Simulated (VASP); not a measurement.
# SiC (P1) in VASP: further runs

SiC is run at these levels: r2SCAN; tasks: single point.

Program: VASP 6.6.1. These are calculated values, not measurements. Logs are shortened: lines on timing, memory, paths and dates and some standing lists are left out, and cuts for length are marked.

### 1 The cell of the first run

The typed cell holds 16 atoms: a = 3.075 Å, b = 5.048 Å, c = 10.664 Å, α = 92.26°, β = 88.62°, γ = 90.00°.

### 2 Single point, r2SCAN

Contents of POSCAR:

```
SiC
1.0
    1.5375975033     -2.6631969973      0.0000000000
    0.0000000000      0.0000000000     -5.0481668562
    9.3536668918      5.1045496848      0.4205122991
Si C
8 8
Direct
    0.4305833333      1.0648137842      0.8333333333
   -0.0069416667      1.0023387842      0.0833333333
    0.4722333333      1.0231637842      0.3333333333
   -0.0485916667      1.0439887842      0.5833333333
    0.9236416667      0.5717554508      0.9166666667
    0.4861166667      0.5092804508      0.1666666667
    0.9652916667      0.5301054508      0.4166666667
    0.4444666667      0.5509304508      0.6666666667
    0.4305833333      0.6890195492      0.8333333333
   -0.0069416667      0.6265445492      0.0833333333
    0.4722333333      0.6473695492      0.3333333333
   -0.0485916667      0.6681945492      0.5833333333
    0.9236416667      0.1959612158      0.9166666667
    0.4861166667      0.1334862158      0.1666666667
    0.9652916667      0.1543112158      0.4166666667
    0.4444666667      0.1751362158      0.6666666667
```

Contents of INCAR.step1:

```
SYSTEM = SiC
ALGO = Normal
EDIFF = 1E-4
ENCUT = 520
GGA = PE
ISMEAR = 0
LASPH = .True.
LCHARG = .False.
LREAL = Auto
LWAVE = .True.
NBANDS = 46
NELM = 60
PREC = Accurate
SIGMA = 0.05
```

Contents of INCAR.step2:

```
SYSTEM = SiC
ALGO = Normal
EDIFF = 1E-6
ENCUT = 520
ISIF = 2
ISMEAR = 0
ISTART = 1
LASPH = .True.
LCHARG = .True.
LELF = .True.
LMIXTAU = .True.
LREAL = Auto
LVHAR = .True.
LWAVE = .False.
METAGGA = R2SCAN
NBANDS = 46
NELM = 60
PREC = Accurate
SIGMA = 0.05
```

Contents of KPOINTS:

```
k-points
0
Gamma
  7 5 2
  0 0 0
```

Potentials or basis: VASP PAW PBE potentials, release 64 (Si, C).

Run with:

```sh
> cat potpaw_PBE.64/Si/POTCAR potpaw_PBE.64/C/POTCAR > POTCAR
> cp INCAR.step1 INCAR
> mpirun -np 1 vasp_std > vasp.out
> cp INCAR.step2 INCAR
> mpirun -np 1 vasp_std > vasp.out
```

OUTCAR:

```text
SYSTEM = SiC
   EDIFF = 1E-6
   ENCUT = 520
   ISIF = 2
   ISMEAR = 0
   ISTART = 1
   LASPH = .True.
   LREAL = Auto
   METAGGA = R2SCAN
   NELM = 60
   PREC = Accurate

 ion  position               nearest neighbor table
   1  0.431  0.065  0.833-  16 1.88  13 1.88  13 1.88   9 1.90   2 2.99   4 3.08   4 3.08   8 3.09
                             5 3.09   8 3.09   5 3.09   5 3.09   5 3.09
   2  0.993  0.002  0.083-  14 1.88  14 1.88  10 1.90  13 2.08   5 2.76   1 2.99   3 3.08   3 3.08
                             6 3.09   6 3.09   6 3.09   6 3.09
   3  0.472  0.023  0.333-  14 1.88  15 1.88  15 1.88  11 1.90   2 3.08   4 3.08   4 3.08   2 3.08
                             6 3.09   7 3.09   6 3.09   7 3.09   7 3.09   7 3.09
   4  0.951  0.044  0.583-  15 1.88  16 1.88  16 1.88  12 1.90   1 3.08   3 3.08   3 3.08   1 3.08
                             7 3.09   8 3.09   7 3.09   8 3.09   8 3.09   8 3.09
   5  0.924  0.572  0.917-  10 1.81   9 1.88   9 1.88  13 1.90   2 2.76   6 2.99   8 3.08   8 3.08
                             1 3.09   1 3.09   1 3.09   1 3.09
   6  0.486  0.509  0.167-  11 1.88  10 1.88  10 1.88  14 1.90   5 2.99   7 3.08   7 3.08   3 3.09
                             2 3.09   3 3.09   2 3.09   2 3.09   2 3.09
   7  0.965  0.530  0.417-  12 1.88  11 1.88  11 1.88  15 1.90   6 3.08   8 3.08   8 3.08   6 3.08
                             4 3.09   3 3.09   4 3.09   3 3.09   3 3.09   3 3.09
   8  0.444  0.551  0.667-   9 1.88  12 1.88  12 1.88  16 1.90   5 3.08   7 3.08   7 3.08   5 3.08
                             1 3.09   4 3.09   1 3.09   4 3.09   4 3.09   4 3.09
   9  0.431  0.689  0.833-   8 1.88   5 1.88   5 1.88   1 1.90
  10  0.993  0.627  0.083-   5 1.81   6 1.88   6 1.88   2 1.90
  11  0.472  0.647  0.333-   6 1.88   7 1.88   7 1.88   3 1.90
  12  0.951  0.668  0.583-   7 1.88   8 1.88   8 1.88   4 1.90
  13  0.924  0.196  0.917-   1 1.88   1 1.88   5 1.90   2 2.08
  14  0.486  0.133  0.167-   3 1.88   2 1.88   2 1.88   6 1.90
  15  0.965  0.154  0.417-   4 1.88   3 1.88   3 1.88   7 1.90
  16  0.444  0.175  0.667-   1 1.88   4 1.88   4 1.88   8 1.90

  LATTYP: Found a triclinic cell.
 ALAT       =     7.9568389403
 B/A-ratio  =     0.3864845110
 C/A-ratio  =     1.8089303731
 COS(alpha) =     0.0177973460
 COS(beta)  =     0.4402563298
 COS(gamma) =     0.7729690219

  Lattice vectors:

 A1 = (  -3.0751950066,   5.3263939946,   5.0481668562)
 A2 = (  -1.5375975033,   2.6631969973,   0.0000000000)
 A3 = (  -9.3536668918,  -5.1045496848,   9.6758214133)

Analysis of symmetry for initial positions (statically):
=====================================================================
 Subroutine PRICEL returns:
 Original cell was already a primitive cell.

 Routine SETGRP: Setting up the symmetry group for a
 triclinic supercell.

 Subroutine GETGRP returns: Found  1 space group operations
 (whereof  1 operations were pure point group operations)
 out of a pool of  2 trial point group operations.

The static configuration has the point symmetry C_1 .

Analysis of symmetry for dynamics (positions and initial velocities):
=====================================================================
 Subroutine PRICEL returns:
 Original cell was already a primitive cell.

 Routine SETGRP: Setting up the symmetry group for a
 triclinic supercell.

 Subroutine GETGRP returns: Found  1 space group operations
 (whereof  1 operations were pure point group operations)
 out of a pool of  2 trial point group operations.

The dynamic configuration has the point symmetry C_1 .

 Subroutine INISYM returns: Found  1 space group operations
 (whereof  1 operations are pure point group operations),
 and found     1 'primitive' translations

----------------------------------------------------------------------------------------

                                     Primitive cell

  volume of cell :     165.3749

  direct lattice vectors                    reciprocal lattice vectors
     1.537597503 -2.663196997  0.000000000     0.155819387 -0.285526193  0.000000000
     0.000000000  0.000000000 -5.048166856     0.006771928  0.003909775 -0.198091709
     9.353666892  5.104549685  0.420512299     0.081295657  0.046936070  0.000000000

  length of vectors
     3.075195007  5.048166856 10.664161589     0.325276633  0.198245985  0.093872139

  position of ions in fractional coordinates (direct lattice)
     0.430583333  0.064813784  0.833333333
     0.993058333  0.002338784  0.083333333
     0.472233333  0.023163784  0.333333333
     0.951408333  0.043988784  0.583333333
     0.923641667  0.571755451  0.916666667
     0.486116667  0.509280451  0.166666667
[... 8 lines left out ...]
     0.965291667  0.154311216  0.416666667
     0.444466667  0.175136216  0.666666667

  ion indices of the primitive-cell ions
   primitive index   ion index
                 1           1
                 2           2
                 3           3
                 4           4
                 5           5
                 6           6
[... 8 lines left out ...]
                15          15
                16          16

----------------------------------------------------------------------------------------

 KPOINTS: k-points

Automatic generation of k-mesh.
 Grid dimensions read from file:
 generate k-points for:    7    5    2

 Generating k-lattice:

  Cartesian coordinates                     Fractional coordinates (reciprocal lattice)
     0.022259912 -0.040789456  0.000000000     0.142857143  0.000000000 -0.000000000
     0.001354386  0.000781955 -0.039618342     0.000000000  0.200000000  0.000000000
     0.040647829  0.023468035  0.000000000     0.000000000  0.000000000  0.500000000

  Length of vectors
     0.046468090  0.039649197  0.046936070

  Shift w.r.t. Gamma in fractional coordinates (k-lattice)
     0.000000000  0.000000000  0.000000000

 Subroutine IBZKPT returns following result:
 ===========================================

 Found     36 irreducible k-points:

 Following reciprocal coordinates:
            Coordinates               Weight
  0.000000  0.000000  0.000000      1.000000
  0.142857  0.000000  0.000000      2.000000
  0.285714  0.000000  0.000000      2.000000
  0.428571  0.000000  0.000000      2.000000
  0.000000  0.200000 -0.000000      2.000000
  0.142857  0.200000 -0.000000      2.000000
[... 16 lines left out ...]
  0.000000  0.200000  0.500000      2.000000
  0.142857  0.200000  0.500000      2.000000
 [... further k-points ...]
   k-points           NKPTS =     36   k-points in BZ     NKDIM =     36   number of bands    NBANDS=     46
   number of dos      NEDOS =    301   number of ions     NIONS =     16
   total plane-waves  NPLWV =  76800
   dimension x,y,z NGX =    24 NGY =   40 NGZ =   80
   dimension x,y,z NGXF=    48 NGYF=   80 NGZF=  160
   ions per type =               8   8
   NGX,Y,Z   is equivalent  to a cutoff of  12.97, 13.17, 12.47 a.u.
   NGXF,Y,Z  is equivalent  to a cutoff of  25.95, 26.35, 24.94 a.u.
 SYSTEM =  SiC
   PREC   = accura    normal or accurate (medium, high low for compatibility)
   ISTART =      1    job   : 0-new  1-cont  2-samecut
   ICHARG =      0    charge: 1-file 2-atom 10-const
   ISPIN  =      1    spin polarized calculation?
   LNONCOLLINEAR =      F non collinear calculations
   LSORBIT =      F    spin-orbit coupling
   LASPH  =      T    aspherical Exc in radial PAW
   ENCUT  =  520.0 eV  38.22 Ry    6.18 a.u.   5.72  9.39 19.83*2*pi/ulx,y,z
   NELM   =     60;   NELMIN=  2; NELMDL=  0     # of ELM steps
   EDIFF  = 0.1E-05   stopping-criterion for ELM
   LREAL  =      T    real-space projection
   EDIFFG = 0.1E-04   stopping-criterion for IOM
   NSW    =      0    number of steps for IOM
   IBRION =     -1    ionic relax: 0-MD 1-quasi-New 2-CG
   NFREE  =      0    steps in history (QN), initial steepest desc. (CG)
   ISIF   =      2    stress and relaxation
   ISYM   =      2    0-nonsym 1-usesym 2-fastsym
   POTIM  = 0.5000    time-step for ionic-motion
   TEBEG  =    0.0;   TEEND  =   0.0 temperature during run
   PSTRESS=    0.0 pullay stress
   NELECT =      64.0000    total number of electrons
   NUPDOWN=      -1.0000    fix difference up-down
   EMIN   =  10.00;   EMAX   =-10.00  energy-range for DOS
   EFERMI =   0.00;   METHOD = LEGACY
   ISMEAR =     0;   SIGMA  =   0.05  broadening in eV -4-tet -1-fermi 0-gaus
   EFERMI_NEDOS =   21; number of points for ismear=-14 and -15
   IALGO  =     38    algorithm
   IMIX   =      4    mixing-type and parameters
     AMIX     =   0.40;   BMIX     =  1.00
     AMIX_MAG =   1.60;   BMIX_MAG =  1.00
  volume/ion in A,a.u.               =      10.34        69.75
  Fermi-wavevector in a.u.,A,eV,Ry     =   1.193012  2.254466 19.364879  1.423278
  Thomas-Fermi vector in A             =   2.329037
   LORBIT       =      0    0 simple, 1 ext, 2 COOP (PROOUT), +10 PAW based schemes
   METAGGA = R2SCAN    functional components
   LHFCALC =     F    Hartree Fock is set to
   AEXX    =    0.0000 exact exchange contribution
   IVDW    =     0    specifies the selected vdW correction
   LEPSILON=     F    determine dielectric tensor
   LRPA    =     F    only Hartree local field effects (RPA)
 non-spin polarized calculation
 Gauss-broadening in eV      SIGMA  =   0.05
  energy-cutoff  :      520.00
  volume of cell :      165.37
 maximum number of plane-waves:      4468
   NGX = 11   NGY = 19   NGZ = 39

 number of electron      64.0000000 magnetization

 Free energy of the ion-electron system (eV)
  ---------------------------------------------------
  ext. energy  EPLUGINS =         0.00000000
  ---------------------------------------------------
  free energy    TOTEN  =      -153.47823591 eV

  energy without entropy =     -153.47823591  energy(sigma->0) =     -153.47823591

 E-fermi :   8.6917     XC(G=0): -11.9374

 val. band max:        8.4601881358   @ k =   0.0000   0.0000   0.0000
 cond. band min:      10.8675342678   @ k =   0.2857   0.0000   0.0000
 fundamental gap:      2.4073461320
 Fermi energy:         8.6916808176

 k-point     1 :       0.0000    0.0000    0.0000
  band No.  band energies     occupation
      1      -8.2281      2.00000
      2      -7.1604      2.00000
      3      -7.0806      2.00000
      4      -4.8146      2.00000
      5      -4.5583      2.00000
      6      -3.8080      2.00000
[... 1117 lines left out ...]
     43      15.5158      0.00000
     44      15.5964      0.00000

 [... further k-points ...]

 [bands above 44 left out]

------------------------ aborting loop because EDIFF is reached ----------------------------------------

  FORCE on cell =-STRESS in cart. coord.  units (eV):
  Direction    XX          YY          ZZ          XY          YZ          ZX
  --------------------------------------------------------------------------------------
  -------------------------------------------------------------------------------------
  Total       -2.6548955      3.3479741     -0.5291607      2.9350747     -1.8302476     -6.2530104
  in kB      -25.7210303     32.4356815     -5.1265891     28.4354494    -17.7317163    -60.5801146
  external PRESSURE =       0.5293540 kB  Pullay stress =       0.0000000 kB

 VOLUME and BASIS-vectors are now :
 -----------------------------------------------------------------------------
  energy-cutoff  :      520.00
  volume of cell :      165.37
      direct lattice vectors                 reciprocal lattice vectors
     1.537597503 -2.663196997  0.000000000     0.155819387 -0.285526193  0.000000000
     0.000000000  0.000000000 -5.048166856     0.006771928  0.003909775 -0.198091709
     9.353666892  5.104549685  0.420512299     0.081295657  0.046936070  0.000000000

 POSITION                                       TOTAL-FORCE (eV/Angst)
 -----------------------------------------------------------------------------------
      8.45679      3.10706      0.02324        -0.000195     -0.022179     -0.285245
      2.30640     -2.21933      0.02324        -0.320398      0.594288     -2.012449
      3.84399      0.44387      0.02324        -0.000931      0.089408     -0.049055
      6.91919      0.44387      0.02324         0.095054      0.073372     -0.110875
      9.99438      2.21933     -2.50085        -0.520126     -1.071312      2.035470
      2.30640     -0.44387     -2.50085        -0.150720     -0.081340      0.113452
[... 8 lines left out ...]
      5.38159     -0.44387     -0.60378        -0.069012     -0.034743      0.021448
      6.91919      2.21933     -0.60378        -0.141575     -0.178486     -0.019403
 -----------------------------------------------------------------------------------
    total drift:                               -0.001021      0.006323     -0.000580

  FREE ENERGIE OF THE ION-ELECTRON SYSTEM (eV)
  ---------------------------------------------------
  free  energy   TOTEN  =      -153.4782359058 eV

  energy  without entropy=     -153.4782359058  energy(sigma->0) =     -153.47823591
```

Wall time 22 min (1 thread of Oxide Virtual Turin-like, shared host); peak memory 0.32 GiB.

What came out:

```yaml
Free_energy: -153.4782 eV
Pressure: 0.1 GPa
Largest_force: 2.358 eV/Å
Band_gap_on_the_k_mesh: 2.41 eV, indirect (least direct gap 2.94 eV)
```

Forces on the atoms (eV/Å):
```
Si   0.000 -0.022 -0.285
Si  -0.320  0.594 -2.012
Si  -0.001  0.089 -0.049
Si   0.095  0.073 -0.111
Si  -0.520 -1.071  2.035
Si  -0.151 -0.081  0.113
Si   0.079  0.024  0.086
Si  -0.002 -0.088  0.150
C    0.318  0.095 -0.041
C    0.621  0.926 -1.933
C   -0.160  0.006  0.018
C    0.007  0.005 -0.033
C    0.178 -0.515  2.141
C    0.067  0.178 -0.081
C   -0.069 -0.035  0.021
C   -0.142 -0.178 -0.019
```

Caveat: the PAW data sets were made with another functional, which shifts forces and pressure a little. r2SCAN opens gaps a little over a GGA but as a rule still falls short of measured ones.

[end of part 1 of 2]
